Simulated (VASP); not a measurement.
# NaS3 (Pm-3m) in VASP: notebook, part 2 of 3

VASP 6.6.1.

### 3 Relaxation of cell and atoms, PBE

This run uses another cell than the first one, of 20.49 Å³/atom, 1.167 times its volume.

INCAR

```
SYSTEM = NaS3
ALGO = Normal
EDIFF = 1E-7
EDIFFG = -0.04
ENCUT = 600
GGA = PE
IBRION = 2
ISIF = 3
ISMEAR = 0
LASPH = .True.
LCHARG = .False.
LREAL = .False.
LWAVE = .False.
NELM = 80
NSW = 90
PREC = Accurate
SIGMA = 0.1
```

KPOINTS

```
k-points
0
Gamma
  4 4 4
  0 0 0
```

POSCAR

```
NaS3
1.0
    4.3435558308      0.0000000000      0.0000000000
    0.0000000000      4.3435558308      0.0000000000
    0.0000000000      0.0000000000      4.3435558308
Na S
1 3
Direct
    0.0000000000      0.0000000000      0.0000000000
    0.0000000000      0.5000000000      0.5000000000
    0.5000000000      0.0000000000      0.5000000000
    0.5000000000      0.5000000000      0.0000000000
```

Potentials or basis: VASP PAW PBE potentials, release 64 (Na_pv, S).

Started as:

```
$ cat potpaw_PBE.64/Na_pv/POTCAR potpaw_PBE.64/S/POTCAR > POTCAR
$ mpirun -np 1 vasp_std > vasp.out
```

OUTCAR:

```text
SYSTEM = NaS3
   EDIFF = 1E-7
   EDIFFG = -0.04
   ENCUT = 600
   GGA = PE
   IBRION = 2
   ISIF = 3
   ISMEAR = 0
   LASPH = .True.
   LREAL = .False.
   NELM = 80
   NSW = 90
   PREC = Accurate

 ion  position               nearest neighbor table
   1  0.000  0.000  0.000-
   2  0.000  0.500  0.500-
   3  0.500  0.000  0.500-
   4  0.500  0.500  0.000-

  LATTYP: Found a simple cubic cell.
 ALAT       =     4.3435558308

  Lattice vectors:

 A1 = (   4.3435558308,   0.0000000000,   0.0000000000)
 A2 = (   0.0000000000,   4.3435558308,   0.0000000000)
 A3 = (   0.0000000000,   0.0000000000,   4.3435558308)

Analysis of symmetry for initial positions (statically):
=====================================================================
 Subroutine PRICEL returns:
 Original cell was already a primitive cell.

 Routine SETGRP: Setting up the symmetry group for a
 simple cubic supercell.

 Subroutine GETGRP returns: Found 48 space group operations
 (whereof 48 operations were pure point group operations)
 out of a pool of 48 trial point group operations.

The static configuration has the point symmetry O_h .

Analysis of symmetry for dynamics (positions and initial velocities):
=====================================================================
 Subroutine PRICEL returns:
 Original cell was already a primitive cell.

 Routine SETGRP: Setting up the symmetry group for a
 simple cubic supercell.

 Subroutine GETGRP returns: Found 48 space group operations
 (whereof 48 operations were pure point group operations)
 out of a pool of 48 trial point group operations.

The dynamic configuration has the point symmetry O_h .

 Subroutine INISYM returns: Found 48 space group operations
 (whereof 48 operations are pure point group operations),
 and found     1 'primitive' translations

----------------------------------------------------------------------------------------

                                     Primitive cell

  volume of cell :      81.9476

  direct lattice vectors                    reciprocal lattice vectors
     4.343555831  0.000000000  0.000000000     0.230226119  0.000000000  0.000000000
     0.000000000  4.343555831  0.000000000     0.000000000  0.230226119  0.000000000
     0.000000000  0.000000000  4.343555831     0.000000000  0.000000000  0.230226119

  length of vectors
     4.343555831  4.343555831  4.343555831     0.230226119  0.230226119  0.230226119

  position of ions in fractional coordinates (direct lattice)
     0.000000000  0.000000000  0.000000000
     0.000000000  0.500000000  0.500000000
     0.500000000  0.000000000  0.500000000
     0.500000000  0.500000000  0.000000000

  ion indices of the primitive-cell ions
   primitive index   ion index
                 1           1
                 2           2
                 3           3
                 4           4

----------------------------------------------------------------------------------------

 KPOINTS: k-points

Automatic generation of k-mesh.
 Grid dimensions read from file:
 generate k-points for:    4    4    4

 Generating k-lattice:

  Cartesian coordinates                     Fractional coordinates (reciprocal lattice)
     0.057556530  0.000000000  0.000000000     0.250000000  0.000000000  0.000000000
     0.000000000  0.057556530  0.000000000     0.000000000  0.250000000  0.000000000
     0.000000000  0.000000000  0.057556530     0.000000000  0.000000000  0.250000000

  Length of vectors
     0.057556530  0.057556530  0.057556530

  Shift w.r.t. Gamma in fractional coordinates (k-lattice)
     0.000000000  0.000000000  0.000000000

 Subroutine IBZKPT returns following result:
 ===========================================

 Found     10 irreducible k-points:

 Following reciprocal coordinates:
            Coordinates               Weight
  0.000000  0.000000  0.000000      1.000000
  0.250000  0.000000  0.000000      6.000000
  0.500000  0.000000  0.000000      3.000000
  0.250000  0.250000  0.000000     12.000000
  0.500000  0.250000  0.000000     12.000000
  0.500000  0.500000  0.000000      3.000000
  0.250000  0.250000  0.250000      8.000000
  0.500000  0.250000  0.250000     12.000000
  0.500000  0.500000  0.250000      6.000000
  0.500000  0.500000  0.500000      1.000000
   k-points           NKPTS =     10   k-points in BZ     NKDIM =     10   number of bands    NBANDS=     16
   number of dos      NEDOS =    301   number of ions     NIONS =      4
   total plane-waves  NPLWV =  46656
   dimension x,y,z NGX =    36 NGY =   36 NGZ =   36
   dimension x,y,z NGXF=    72 NGYF=   72 NGZF=   72
   ions per type =               1   3
   NGX,Y,Z   is equivalent  to a cutoff of  13.78, 13.78, 13.78 a.u.
   NGXF,Y,Z  is equivalent  to a cutoff of  27.56, 27.56, 27.56 a.u.
 SYSTEM =  NaS3
   PREC   = accura    normal or accurate (medium, high low for compatibility)
   ISTART =      0    job   : 0-new  1-cont  2-samecut
   ICHARG =      2    charge: 1-file 2-atom 10-const
   ISPIN  =      1    spin polarized calculation?
   LNONCOLLINEAR =      F non collinear calculations
   LSORBIT =      F    spin-orbit coupling
   LASPH  =      T    aspherical Exc in radial PAW
   ENCUT  =  600.0 eV  44.10 Ry    6.64 a.u.   8.68  8.68  8.68*2*pi/ulx,y,z
   NELM   =     80;   NELMIN=  2; NELMDL= -5     # of ELM steps
   EDIFF  = 0.1E-06   stopping-criterion for ELM
   LREAL  =      F    real-space projection
   EDIFFG = -.4E-01   stopping-criterion for IOM
   NSW    =     90    number of steps for IOM
   IBRION =      2    ionic relax: 0-MD 1-quasi-New 2-CG
   NFREE  =      1    steps in history (QN), initial steepest desc. (CG)
   ISIF   =      3    stress and relaxation
   ISYM   =      2    0-nonsym 1-usesym 2-fastsym
   POTIM  = 0.5000    time-step for ionic-motion
   TEBEG  =    0.0;   TEEND  =   0.0 temperature during run
   PSTRESS=    0.0 pullay stress
   NELECT =      25.0000    total number of electrons
   NUPDOWN=      -1.0000    fix difference up-down
   EMIN   =  10.00;   EMAX   =-10.00  energy-range for DOS
   EFERMI =   0.00;   METHOD = LEGACY
   ISMEAR =     0;   SIGMA  =   0.10  broadening in eV -4-tet -1-fermi 0-gaus
   EFERMI_NEDOS =   21; number of points for ismear=-14 and -15
   IALGO  =     38    algorithm
   IMIX   =      4    mixing-type and parameters
     AMIX     =   0.40;   BMIX     =  1.00
     AMIX_MAG =   1.60;   BMIX_MAG =  1.00
  volume/ion in A,a.u.               =      20.49       138.25
  Fermi-wavevector in a.u.,A,eV,Ry     =   1.102071  2.082611 16.525087  1.214560
  Thomas-Fermi vector in A             =   2.238508
   LORBIT       =      0    0 simple, 1 ext, 2 COOP (PROOUT), +10 PAW based schemes
   GGA     = PE    functional components
   LHFCALC =     F    Hartree Fock is set to
   AEXX    =    0.0000 exact exchange contribution
   IVDW    =     0    specifies the selected vdW correction
   LEPSILON=     F    determine dielectric tensor
   LRPA    =     F    only Hartree local field effects (RPA)
 conjugate gradient relaxation of ions
 non-spin polarized calculation
 Gauss-broadening in eV      SIGMA  =   0.10
  energy-cutoff  :      600.00
  volume of cell :       81.95
 maximum number of plane-waves:      2800
 NGX is ok and might be reduce to    36
   NGX = 17   NGY = 17   NGZ = 17

--------------------------------------- Ionic step        1  -------------------------------------------

 number of electron      25.0000006 magnetization

 Free energy of the ion-electron system (eV)
  ---------------------------------------------------
  ext. energy  EPLUGINS =         0.00000000
  ---------------------------------------------------
  free energy    TOTEN  =       -12.07548097 eV

  energy without entropy =      -12.04700072  energy(sigma->0) =      -12.06124085

 E-fermi :   3.3744     XC(G=0):  -9.4070

 val. band max:        3.3678907369   @ k =   0.2500   0.2500   0.0000
 cond. band min:       3.4441579625   @ k =   0.2500   0.2500   0.2500
 fundamental gap:      0.0762672255
 Fermi energy:         3.3744142856

 k-point     1 :       0.0000    0.0000    0.0000
  band No.  band energies     occupation
      1     -19.7386      2.00000
      2     -19.7386      2.00000
      3     -19.7386      2.00000
      4     -10.5252      2.00000
      5      -7.5314      2.00000
      6      -7.5314      2.00000
[... 449 lines left out ...]
  energy  without entropy=      -12.2699084111  energy(sigma->0) =      -12.28237877

--------------------------------------- Ionic step        3  -------------------------------------------

 number of electron      25.0000008 magnetization

 Free energy of the ion-electron system (eV)
  ---------------------------------------------------
  ext. energy  EPLUGINS =         0.00000000
  ---------------------------------------------------
  free energy    TOTEN  =       -12.31446123 eV

  energy without entropy =      -12.29248447  energy(sigma->0) =      -12.30347285

 E-fermi :   5.0308     XC(G=0): -10.0793

 val. band max:        4.9424460271   @ k =   0.2500   0.2500   0.0000
 cond. band min:       5.0444734006   @ k =   0.5000   0.2500   0.2500
 fundamental gap:      0.1020273736
 Fermi energy:         5.0307725329

 k-point     1 :       0.0000    0.0000    0.0000
  band No.  band energies     occupation
      1     -18.2701      2.00000
      2     -18.2701      2.00000
      3     -18.2701      2.00000
      4      -9.9638      2.00000
      5      -5.9798      2.00000
      6      -5.9798      2.00000
[... 210 lines left out ...]
  FREE ENERGIE OF THE ION-ELECTRON SYSTEM (eV)
  ---------------------------------------------------
  free  energy   TOTEN  =       -12.3144612314 eV

  energy  without entropy=      -12.2924844748  energy(sigma->0) =      -12.30347285

 reached required accuracy - stopping structural energy minimisation
```

OSZICAR:

```text
N       E                     dE             d eps       ncg     rms          rms(c)
DAV:   1     0.185430296513E+03    0.18543E+03   -0.12255E+04   320   0.158E+03
DAV:   2     0.388300917350E+01   -0.18155E+03   -0.17912E+03   376   0.339E+02
DAV:   3    -0.117378339146E+02   -0.15621E+02   -0.15253E+02   432   0.961E+01
[... 26 lines left out ...]
DAV:   5    -0.123144736527E+02    0.21643E-03   -0.16720E-04   384   0.164E-01    0.206E-02
DAV:   6    -0.123144611016E+02    0.12551E-04   -0.19769E-05   384   0.670E-02    0.960E-03
DAV:   7    -0.123144609445E+02    0.15715E-06   -0.56346E-07   440   0.903E-03    0.504E-03
DAV:   8    -0.123144612192E+02   -0.27476E-06   -0.15732E-07   280   0.532E-03    0.363E-04
DAV:   9    -0.123144612314E+02   -0.12204E-07   -0.43214E-09   184   0.697E-04
   3 F= -.12314461E+02 E0= -.12303473E+02  d E =-.238980E+00
```

CONTCAR:

```text
NaS3
   1.00000000000000
     4.1339175298580795    0.0000000000000000    0.0000000000000000
     0.0000000000000000    4.1339175298580795    0.0000000000000000
    -0.0000000000000000   -0.0000000000000000    4.1339175298580795
  Na              S
     1     3
Direct
     0.0000000000000000    0.0000000000000000    0.0000000000000000
     0.0000000000000000    0.5000000000000000    0.5000000000000000
     0.5000000000000000    0.0000000000000000    0.5000000000000000
     0.5000000000000000    0.5000000000000000    0.0000000000000000

  0.00000000E+00  0.00000000E+00  0.00000000E+00
  0.00000000E+00  0.00000000E+00  0.00000000E+00
  0.00000000E+00  0.00000000E+00  0.00000000E+00
  0.00000000E+00  0.00000000E+00  0.00000000E+00
```

Wall time 52 s (1 thread of Intel Xeon 8259CL, shared host); peak memory 0.2 GiB.

What came out:

- Free energy: -12.3145 eV
- Relaxed volume: 17.66 Å³/atom
- Relaxed cell: a = 4.134 Å, b = 4.134 Å, c = 4.134 Å, α = 90.00°, β = 90.00°, γ = 90.00°
- Space group after relaxing (to 0.05 Å): Pm-3m (No. 221)
- Energy gained by relaxing: 59.7 meV/atom
- Ionic steps: 3
- Pressure after relaxing: -0.2 GPa

Step by step:
```csv
step,energy change (eV),largest force (eV/Å),pressure (GPa),volume (Å³)
1,0.0000,0.0000,-5.82,81.95
2,-0.2194,0.0000,-2.03,73.43
3,-0.2390,0.0000,-0.16,70.65
```

Final structure:
```
Na S
1.0
     4.13392    0.00000    0.00000
     0.00000    4.13392    0.00000
     0.00000    0.00000    4.13392
Na S
1 3
Direct
  0.00000 0.00000 0.00000
  0.00000 0.50000 0.50000
  0.50000 0.00000 0.50000
  0.50000 0.50000 0.00000
```

Caveat: the k points lie up to 0.38 Å⁻¹ apart in the final cell.

### 4 Single point, PBE

This run uses another cell than the first one, of 17.59 Å³/atom, 1.002 times its volume.

INCAR

```
SYSTEM = NaS3
  PREC = Accurate
  ENCUT = 520
  EDIFF = 1E-6
  ISMEAR = 0
  SIGMA = 0.1
  LREAL = .False.
  LASPH = .True.
  NELM = 100
  ALGO = Normal
  ISIF = 2
  LWAVE = .False.
  LCHARG = .False.
  GGA = PE
  NBANDS = 20
```

KPOINTS

```
Automatic mesh
0
Gamma
  12 12 12
  0 0 0
```

POSCAR

```
NaS3
1.0
    4.1285590675      0.0000000000      0.0000000000
    0.0000000000      4.1285590675      0.0000000000
    0.0000000000      0.0000000000      4.1285590675
Na S
1 3
Direct
    0.0000000000      0.0000000000      0.0000000000
    0.0000000000      0.5000000000      0.5000000000
    0.5000000000      0.0000000000      0.5000000000
    0.5000000000      0.5000000000      0.0000000000
```

Potentials or basis: VASP PAW PBE potentials, release 64 (Na_pv, S).

Started as:

```
$ cat potpaw_PBE.64/Na_pv/POTCAR potpaw_PBE.64/S/POTCAR > POTCAR
$ mpirun -np 1 vasp_std > vasp.out
```

OUTCAR:

```text
SYSTEM = NaS3
   PREC = Accurate
   ENCUT = 520
   EDIFF = 1E-6
   ISMEAR = 0
   LREAL = .False.
   LASPH = .True.
   NELM = 100
   ISIF = 2
   GGA = PE

 ion  position               nearest neighbor table
   1  0.000  0.000  0.000-
   2  0.000  0.500  0.500-
   3  0.500  0.000  0.500-
   4  0.500  0.500  0.000-

  LATTYP: Found a simple cubic cell.
 ALAT       =     4.1285590675

  Lattice vectors:

 A1 = (   4.1285590675,   0.0000000000,   0.0000000000)
[... 195 lines left out ...]
      5      -5.9424      2.00000
      6      -5.9424      2.00000
[... 541 lines left out ...]
     19      14.0719      0.00000
     20      14.5713      0.00000

 [... further k-points ...]
[... 5 lines left out ...]
  --------------------------------------------------------------------------------------
  -------------------------------------------------------------------------------------
  Total       -0.0321269     -0.0321269     -0.0321269      0.0000000      0.0000000      0.0000000
  in kB       -0.7314491     -0.7314491     -0.7314491      0.0000000      0.0000000      0.0000000
  external PRESSURE =      -0.7314491 kB  Pullay stress =       0.0000000 kB

 VOLUME and BASIS-vectors are now :
 -----------------------------------------------------------------------------
  energy-cutoff  :      520.00
  volume of cell :       70.37
      direct lattice vectors                 reciprocal lattice vectors
     4.128559068  0.000000000  0.000000000     0.242215258  0.000000000  0.000000000
     0.000000000  4.128559068  0.000000000     0.000000000  0.242215258  0.000000000
     0.000000000  0.000000000  4.128559068     0.000000000  0.000000000  0.242215258

 POSITION                                       TOTAL-FORCE (eV/Angst)
 -----------------------------------------------------------------------------------
      0.00000      0.00000      0.00000         0.000000      0.000000      0.000000
      0.00000      2.06428      2.06428         0.000000      0.000000      0.000000
      2.06428      0.00000      2.06428         0.000000      0.000000      0.000000
      2.06428      2.06428      0.00000         0.000000      0.000000      0.000000
 -----------------------------------------------------------------------------------
    total drift:                                0.000000     -0.000000     -0.000000

  FREE ENERGIE OF THE ION-ELECTRON SYSTEM (eV)
  ---------------------------------------------------
  free  energy   TOTEN  =       -12.4489404524 eV

  energy  without entropy=      -12.4394613891  energy(sigma->0) =      -12.44420092
```

stdout:

```text
POSCAR found type information on POSCAR NaS
 POSCAR found :  2 types and       4 ions
 scaLAPACK will be used
 LDA part: xc-table for (Slater+PW92), standard interpolation
 POSCAR, INCAR and KPOINTS ok, starting setup
 FFT: planning ... GRIDC
 FFT: planning ... GRID_SOFT
 FFT: planning ... GRID
 WAVECAR not read
 entering main loop
```

Run time: 74 s. Hardware: 1 thread of Intel Xeon 8259CL, shared host; peak memory 0.23 GiB.

Results:

```
Free energy : -12.4489 eV
Pressure    : -0.1 GPa
```

Levels at points of the mesh, in eV from the Fermi level:
| k point | band 9 | band 10 | band 11 | band 12 | band 13 | band 14 | band 15 | band 16 | band 17 | band 18 |
| --- | --- | --- | --- | --- | --- | --- | --- | --- | --- | --- |
| (0.00, 0.00, 0.00) | -4.84 | -0.78 | -0.78 | -0.78 | 1.24 | 1.24 | 1.24 | 2.80 | 6.45 | 6.45 |
| (0.50, 0.00, 0.00) | -2.66 | -2.28 | -2.28 | -1.99 | -1.81 | 0.61 | 0.61 | 5.90 | 7.60 | 8.15 |
| (0.50, 0.50, 0.00) | -2.38 | -2.16 | -2.16 | -2.12 | -2.12 | 1.33 | 1.49 | 6.60 | 7.07 | 9.04 |
| (0.50, 0.50, 0.50) | -5.11 | -5.11 | 1.47 | 1.47 | 1.57 | 1.57 | 1.57 | 2.89 | 9.58 | 9.58 |

(Part 2 of 3 ends here.)
